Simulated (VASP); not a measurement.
# Si16N (a cell with a defect) in VASP: relaxation of the atoms with PBE

Aim: the relaxation of the atoms of Si16N (a cell with a defect) with PBE.

All numbers are computed with VASP 6.6.1; they aren't measurements. Logs are shortened: lines on timing, memory, paths and dates and some standing lists are left out, and cuts for length are marked.

## Step 1: The cell of the first run

The cell holds a defect, 17 atoms: a = 7.679 Å, b = 7.679 Å, c = 7.679 Å, α = 60.00°, β = 60.00°, γ = 60.00°.

## Step 2: Relaxation of the atoms, PBE, collinear spin, ferromagnetic start

INCAR reads:

```
PREC = Accurate
ENCUT = 520
EDIFF = 1E-7
ISMEAR = -1
SIGMA = 0.02
LREAL = Auto
LASPH = True
NELM = 150
ALGO = Normal
ISIF = 2
LWAVE = False
LCHARG = False
ISPIN = 2
MAGMOM = 0 0 0 0 0 0 0 0 0 0 0 0 0 0 0 0 1
LORBIT = 11
GGA = PE
IBRION = 2
NSW = 45
EDIFFG = -0.08
KPAR = 2
```

KPOINTS reads:

```
regular mesh
0
Gamma
  2 2 2
```

POSCAR reads:

```
Si16N
1.0
    0.0000000000      5.4300000000      5.4300000000
    5.4300000000      0.0000000000      5.4300000000
    5.4300000000      5.4300000000      0.0000000000
Si N
16 1
Direct
    0.0000000000      0.0000000000      0.0000000000
    0.1250000000      0.1250000000      0.1250000000
    0.0000000000      0.0000000000      0.5000000000
    0.1250000000      0.1250000000      0.6250000000
    0.0000000000      0.5000000000      0.0000000000
    0.1250000000      0.6250000000      0.1250000000
    0.0000000000      0.5000000000      0.5000000000
    0.1250000000      0.6250000000      0.6250000000
    0.5000000000      0.0000000000      0.0000000000
    0.6250000000      0.1250000000      0.1250000000
    0.5000000000      0.0000000000      0.5000000000
    0.6250000000      0.1250000000      0.6250000000
    0.5000000000      0.5000000000      0.0000000000
    0.6250000000      0.6250000000      0.1250000000
    0.5000000000      0.5000000000      0.5000000000
    0.6250000000      0.6250000000      0.6250000000
    0.2518927000      0.2440925000      0.7459822000
```

Potentials or basis: VASP PAW PBE potentials, release 64 (Si, N).

Started as:

```console
cat potpaw_PBE.64/Si/POTCAR potpaw_PBE.64/N/POTCAR > POTCAR
mpirun -np 4 vasp_std > vasp.out
```

OUTCAR:

```text
PREC = Accurate
   ENCUT = 520
   EDIFF = 1E-7
   ISMEAR = -1
   LREAL = Auto
   LASPH = True
   NELM = 150
   ISIF = 2
   ISPIN = 2
   LORBIT = 11
   GGA = PE
   IBRION = 2
   NSW = 45
   EDIFFG = -0.08

 ion  position               nearest neighbor table
   1  0.000  0.000  0.000-   2 2.35   4 2.35   6 2.35  10 2.35
   2  0.125  0.125  0.125-   1 2.35   3 2.35   5 2.35   9 2.35  17 2.38
   3  0.000  0.000  0.500-   2 2.35   4 2.35   8 2.35  12 2.35
   4  0.125  0.125  0.625-  17 2.30   3 2.35   7 2.35  11 2.35   1 2.35
   5  0.000  0.500  0.000-   2 2.35   6 2.35   8 2.35  14 2.35
   6  0.125  0.625  0.125-   1 2.35   5 2.35   7 2.35  13 2.35
   7  0.000  0.500  0.500-   4 2.35   6 2.35   8 2.35  16 2.35
   8  0.125  0.625  0.625-   3 2.35   5 2.35   7 2.35  15 2.35  17 2.39
   9  0.500  0.000  0.000-   2 2.35  10 2.35  12 2.35  14 2.35
  10  0.625  0.125  0.125-   1 2.35   9 2.35  11 2.35  13 2.35
  11  0.500  0.000  0.500-   4 2.35  10 2.35  12 2.35  16 2.35
  12  0.625  0.125  0.625-  17 2.34   9 2.35  11 2.35  15 2.35   3 2.35
  13  0.500  0.500  0.000-   6 2.35  10 2.35  14 2.35  16 2.35
  14  0.625  0.625  0.125-   5 2.35   9 2.35  13 2.35  15 2.35
  15  0.500  0.500  0.500-   8 2.35  12 2.35  14 2.35  16 2.35
  16  0.625  0.625  0.625-   7 2.35  11 2.35  13 2.35  15 2.35
  17  0.252  0.244  0.746-   4 2.30  12 2.34   2 2.38   8 2.39

  LATTYP: Found a face centered cubic cell.
 ALAT       =    10.8600000000

  Lattice vectors:

 A1 = (   0.0000000000,   5.4300000000,   5.4300000000)
 A2 = (   5.4300000000,   0.0000000000,   5.4300000000)
 A3 = (   5.4300000000,   5.4300000000,   0.0000000000)

Analysis of symmetry for initial positions (statically):
=====================================================================
 Subroutine PRICEL returns:
 Original cell was already a primitive cell.

 Routine SETGRP: Setting up the symmetry group for a
 face centered cubic supercell.

 Subroutine GETGRP returns: Found  1 space group operations
 (whereof  1 operations were pure point group operations)
 out of a pool of 48 trial point group operations.

The static configuration has the point symmetry C_1 .

Analysis of symmetry for dynamics (positions and initial velocities):
=====================================================================
 Subroutine PRICEL returns:
 Original cell was already a primitive cell.

 Routine SETGRP: Setting up the symmetry group for a
 face centered cubic supercell.

 Subroutine GETGRP returns: Found  1 space group operations
 (whereof  1 operations were pure point group operations)
 out of a pool of 48 trial point group operations.

The dynamic configuration has the point symmetry C_1 .

Analysis of structural, dynamic, and magnetic symmetry:
=====================================================================
 Subroutine PRICEL returns:
 Original cell was already a primitive cell.

 Routine SETGRP: Setting up the symmetry group for a
 face centered cubic supercell.

 Subroutine GETGRP returns: Found  1 space group operations
 (whereof  1 operations were pure point group operations)
 out of a pool of 48 trial point group operations.

The overall configuration has the point symmetry C_1 .

 Subroutine INISYM returns: Found  1 space group operations
 (whereof  1 operations are pure point group operations),
 and found     1 'primitive' translations

----------------------------------------------------------------------------------------

                                     Primitive cell

  volume of cell :     320.2060

  direct lattice vectors                    reciprocal lattice vectors
     0.000000000  5.430000000  5.430000000    -0.092081031  0.092081031  0.092081031
     5.430000000  0.000000000  5.430000000     0.092081031 -0.092081031  0.092081031
     5.430000000  5.430000000  0.000000000     0.092081031  0.092081031 -0.092081031

  length of vectors
     7.679179644  7.679179644  7.679179644     0.159489025  0.159489025  0.159489025

  position of ions in fractional coordinates (direct lattice)
     0.000000000  0.000000000  0.000000000
[... 69 lines left out ...]
  0.500000  0.500000  0.500000      1.000000
  0.500000  0.500000  0.000000      1.000000
  0.000000  0.500000  0.500000      1.000000
  0.500000  0.000000  0.500000      1.000000
   k-points           NKPTS =      8   k-points in BZ     NKDIM =      8   number of bands    NBANDS=     44
   number of dos      NEDOS =    301   number of ions     NIONS =     17
   total plane-waves  NPLWV = 216000
   dimension x,y,z NGX =    60 NGY =   60 NGZ =   60
   dimension x,y,z NGXF=   120 NGYF=  120 NGZF=  120
   ions per type =              16   1
   NGX,Y,Z   is equivalent  to a cutoff of  12.99, 12.99, 12.99 a.u.
   NGXF,Y,Z  is equivalent  to a cutoff of  25.98, 25.98, 25.98 a.u.
 SYSTEM =  unknown system
   PREC   = accura    normal or accurate (medium, high low for compatibility)
   ISTART =      0    job   : 0-new  1-cont  2-samecut
   ICHARG =      2    charge: 1-file 2-atom 10-const
   ISPIN  =      2    spin polarized calculation?
   LNONCOLLINEAR =      F non collinear calculations
   LSORBIT =      F    spin-orbit coupling
   LASPH  =      T    aspherical Exc in radial PAW
   ENCUT  =  520.0 eV  38.22 Ry    6.18 a.u.  14.28 14.28 14.28*2*pi/ulx,y,z
   NELM   =    150;   NELMIN=  2; NELMDL= -5     # of ELM steps
   EDIFF  = 0.1E-06   stopping-criterion for ELM
   LREAL  =      T    real-space projection
   EDIFFG = -.8E-01   stopping-criterion for IOM
   NSW    =     45    number of steps for IOM
   IBRION =      2    ionic relax: 0-MD 1-quasi-New 2-CG
   NFREE  =      1    steps in history (QN), initial steepest desc. (CG)
   ISIF   =      2    stress and relaxation
   ISYM   =      2    0-nonsym 1-usesym 2-fastsym
   POTIM  = 0.5000    time-step for ionic-motion
   TEBEG  =    0.0;   TEEND  =   0.0 temperature during run
   PSTRESS=    0.0 pullay stress
   NELECT =      69.0000    total number of electrons
   NUPDOWN=      -1.0000    fix difference up-down
   EMIN   =  10.00;   EMAX   =-10.00  energy-range for DOS
   EFERMI =   0.00;   METHOD = LEGACY
   ISMEAR =    -1;   SIGMA  =   0.02  broadening in eV -4-tet -1-fermi 0-gaus
   EFERMI_NEDOS =   21; number of points for ismear=-14 and -15
   IALGO  =     38    algorithm
   IMIX   =      4    mixing-type and parameters
     AMIX     =   0.40;   BMIX     =  1.00
     AMIX_MAG =   1.60;   BMIX_MAG =  1.00
  volume/ion in A,a.u.               =      18.84       127.11
  Fermi-wavevector in a.u.,A,eV,Ry     =   0.981480  1.854728 13.106528  0.963303
  Thomas-Fermi vector in A             =   2.112490
   LORBIT       =     11    0 simple, 1 ext, 2 COOP (PROOUT), +10 PAW based schemes
   GGA     = PE    functional components
   LHFCALC =     F    Hartree Fock is set to
   AEXX    =    0.0000 exact exchange contribution
   IVDW    =     0    specifies the selected vdW correction
   LEPSILON=     F    determine dielectric tensor
   LRPA    =     F    only Hartree local field effects (RPA)
 conjugate gradient relaxation of ions
 spin polarized calculation
  energy-cutoff  :      520.00
  volume of cell :      320.21
 maximum number of plane-waves:      8646
 NGX is ok and might be reduce to    60
   NGX = 29   NGY = 29   NGZ = 29

--------------------------------------- Ionic step        1  -------------------------------------------

 number of electron      69.0000004 magnetization       0.4995413

 Free energy of the ion-electron system (eV)
  ---------------------------------------------------
  ext. energy  EPLUGINS =         0.00000000
  ---------------------------------------------------
  free energy    TOTEN  =       -89.60984783 eV

  energy without entropy =      -89.59863830  energy(sigma->0) =      -89.60424306

------------------------ aborting loop because EDIFF is reached ----------------------------------------

  FORCE on cell =-STRESS in cart. coord.  units (eV):
  Direction    XX          YY          ZZ          XY          YZ          ZX
  --------------------------------------------------------------------------------------
  -------------------------------------------------------------------------------------
  Total        4.9075360      5.0916046      5.0738501     -0.0323116     -0.0806435     -0.0183239
  in kB       24.5552629     25.4762657     25.3874294     -0.1616737     -0.4035066     -0.0916850
  external PRESSURE =      25.1396527 kB  Pullay stress =       0.0000000 kB
[... 134 lines left out ...]
  FREE ENERGIE OF THE ION-ELECTRON SYSTEM (eV)
  ---------------------------------------------------
  free  energy   TOTEN  =       -89.8758748511 eV

  energy  without entropy=      -89.8668414566  energy(sigma->0) =      -89.87135815

[... ionic steps 4 to 35 ...]

--------------------------------------- Ionic step       36  -------------------------------------------

 number of electron      68.9999999 magnetization       0.0000000

------------------------ aborting loop because EDIFF is reached ----------------------------------------
[... 101 lines left out ...]
 number of electron      69.0000000 magnetization       0.0000000

 number of electron      69.0000000 magnetization      -0.0000000

 Free energy of the ion-electron system (eV)
  ---------------------------------------------------
  ext. energy  EPLUGINS =         0.00000000
  ---------------------------------------------------
  free energy    TOTEN  =       -91.11956184 eV

  energy without entropy =      -91.10898878  energy(sigma->0) =      -91.11427531

 E-fermi :   5.7881     XC(G=0):  -9.5616

 val. band max:        5.7792463496   @ k =   0.0000   0.0000   0.5000
 cond. band min:       6.2328292981   @ k =   0.0000   0.0000   0.0000
 fundamental gap:      0.4535829485
 Fermi energy:         5.7880654008

 spin component 1

 k-point     1 :       0.0000    0.0000    0.0000
  band No.  band energies     occupation
      1      -9.9243      1.00000
      2      -5.5884      1.00000
      3      -4.1061      1.00000
      4      -4.1047      1.00000
      5      -3.7815      1.00000
      6      -3.0494      1.00000
[... 365 lines left out ...]
     43       9.4923      0.00000
     44       9.6302      0.00000
 Fermi energy:         5.7880654008

 spin component 2

 k-point     1 :       0.0000    0.0000    0.0000
  band No.  band energies     occupation
      1      -9.9243      1.00000
      2      -5.5884      1.00000
      3      -4.1061      1.00000
      4      -4.1047      1.00000
      5      -3.7815      1.00000
      6      -3.0494      1.00000
[... 409 lines left out ...]
  FREE ENERGIE OF THE ION-ELECTRON SYSTEM (eV)
  ---------------------------------------------------
  free  energy   TOTEN  =       -91.1195618391 eV

  energy  without entropy=      -91.1089887752  energy(sigma->0) =      -91.11427531

 reached required accuracy - stopping structural energy minimisation

 total charge

# of ion       s       p       d       tot
------------------------------------------
    1        0.776   0.925   0.000   1.701
    2        0.736   0.912   0.000   1.648
    3        0.841   0.744   0.000   1.585
    4        0.735   0.912   0.000   1.647
    5        0.749   0.948   0.000   1.697
    6        0.741   0.961   0.000   1.702
[... 9 lines left out ...]
   16        0.741   0.960   0.000   1.701
   17        1.295   2.431   0.000   3.726
--------------------------------------------------
tot         13.384  17.316   0.000  30.700

 magnetization (x)

# of ion       s       p       d       tot
------------------------------------------
    1        0.000   0.000   0.000   0.000
    2       -0.000  -0.000   0.000  -0.000
    3        0.000   0.000   0.000   0.000
    4       -0.000  -0.000   0.000  -0.000
    5       -0.000  -0.000   0.000  -0.000
    6       -0.000  -0.000   0.000  -0.000
[... 9 lines left out ...]
   16       -0.000  -0.000   0.000  -0.000
   17       -0.000  -0.000   0.000  -0.000
--------------------------------------------------
tot         -0.000  -0.000   0.000  -0.000
```

It took 41 min on 4 MPI ranks of Intel Xeon Platinum 8488C (Sapphire Rapids), shared host; peak memory 0.47 GiB.

Results:

```yaml
Free_energy: -91.1196 eV
Energy_gained_by_relaxing: 88.8 meV/atom
Ionic_steps: 38
Pressure_after_relaxing: 3.6 GPa
Largest_force_after_relaxing: 0.077 eV/Å
Net_moment: 0.00 μB per cell
Valence_electrons_inside_the_program's_atomic_spheres: Si 1.70, 1.65, 1.58, 1.69, 1.77 (each value once); N 3.73
```

Forces on the atoms (eV/Å):
```
Si  -0.016 -0.025 -0.008
Si   0.003  0.056 -0.053
Si  -0.036 -0.014  0.025
Si  -0.019  0.008 -0.024
Si  -0.031  0.011  0.000
Si   0.034 -0.020 -0.018
Si   0.009  0.024 -0.027
Si  -0.001 -0.002  0.016
Si  -0.016  0.004  0.021
Si   0.023 -0.019  0.030
Si   0.014 -0.012  0.019
Si  -0.014  0.001 -0.012
Si   0.007 -0.035  0.053
Si   0.023  0.004  0.009
Si   0.014  0.031 -0.046
Si  -0.037 -0.015  0.015
N    0.041  0.003 -0.001
```

Stress tensor (GPa, compression positive):
```
 3.52  0.15 -0.14
 0.15  3.63  0.11
-0.14  0.11  3.63
```

The path:
| step | energy change (eV) | largest force (eV/Å) | pressure (GPa) |
| --- | --- | --- | --- |
| 1 | 0.0000 | 1.0005 | 2.51 |
| 2 | -0.1343 | 0.6363 | 2.72 |
| 3 | -0.2660 | 0.5006 | 3.28 |
| 4 | -0.3049 | 1.0591 | 4.97 |
| 5 | -0.4061 | 0.6858 | 5.14 |
| 6 | -0.4542 | 0.9728 | 5.42 |
| 7 | -0.4550 | 0.9146 | 5.38 |
| 8 | -0.4871 | 0.5069 | 5.21 |
| 9 | -0.5005 | 0.3821 | 5.03 |
| 10 | -0.5140 | 0.3500 | 5.03 |
| 11 | -0.5408 | 0.4259 | 5.06 |
| 12 | -0.5421 | 0.5766 | 5.10 |
| 13 | -0.5496 | 0.6607 | 5.15 |
| 14 | -0.5662 | 0.9498 | 5.33 |
| 15 | -0.5355 | 1.8192 | 5.80 |
| 16 | -0.5682 | 1.0628 | 5.39 |
| 17 | -0.5924 | 1.0740 | 5.47 |
| 18 | -0.6593 | 1.1262 | 5.75 |
| 19 | -0.7007 | 1.8205 | 6.35 |
| 20 | -0.7054 | 1.4503 | 6.16 |
| 21 | -0.7373 | 1.5007 | 6.18 |
| 22 | -0.8255 | 1.6861 | 6.26 |
| 23 | -0.8947 | 1.9875 | 6.57 |
| 24 | -0.9620 | 1.8159 | 6.44 |
| 25 | -1.1275 | 1.5978 | 6.01 |
| 26 | -1.2928 | 1.4235 | 5.04 |
| 27 | -1.2986 | 1.3418 | 4.79 |
| 28 | -1.3774 | 0.8716 | 4.48 |
| 29 | -1.4444 | 0.6082 | 3.93 |
| 30 | -1.4681 | 0.4137 | 3.80 |
| 31 | -1.4850 | 0.2480 | 3.57 |
| 32 | -1.4935 | 0.1718 | 3.57 |
| 33 | -1.4977 | 0.1445 | 3.57 |
| 34 | -1.5012 | 0.0957 | 3.59 |
| 35 | -1.5033 | 0.1515 | 3.61 |
| 36 | -1.5062 | 0.0958 | 3.61 |
| 37 | -1.5072 | 0.1298 | 3.62 |
| 38 | -1.5097 | 0.0771 | 3.59 |

Final structure:
```
Si N
1.0
     0.00000    5.43000    5.43000
     5.43000    0.00000    5.43000
     5.43000    5.43000    0.00000
Si N
16 1
Direct
  0.96987 0.99540 0.01772
  0.14951 0.13162 0.06883
  0.98910 0.03125 0.48985
  0.14902 0.13016 0.64909
  0.00216 0.50501 0.99012
  0.11572 0.62494 0.12889
  0.00258 0.50417 0.50125
  0.11627 0.65203 0.61497
  0.51650 0.99540 0.01784
  0.61294 0.15906 0.11453
  0.51760 0.99329 0.47114
  0.57182 0.12999 0.64911
  0.48845 0.53260 0.98990
  0.63005 0.62502 0.12890
  0.49180 0.50428 0.50111
  0.62991 0.62308 0.61685
  0.29861 0.10678 0.79588
```

Caveat: the k points lie up to 0.50 Å⁻¹ apart; the relaxation stopped at a loose force limit of 0.08 eV/Å, so its end isn't a converged minimum.
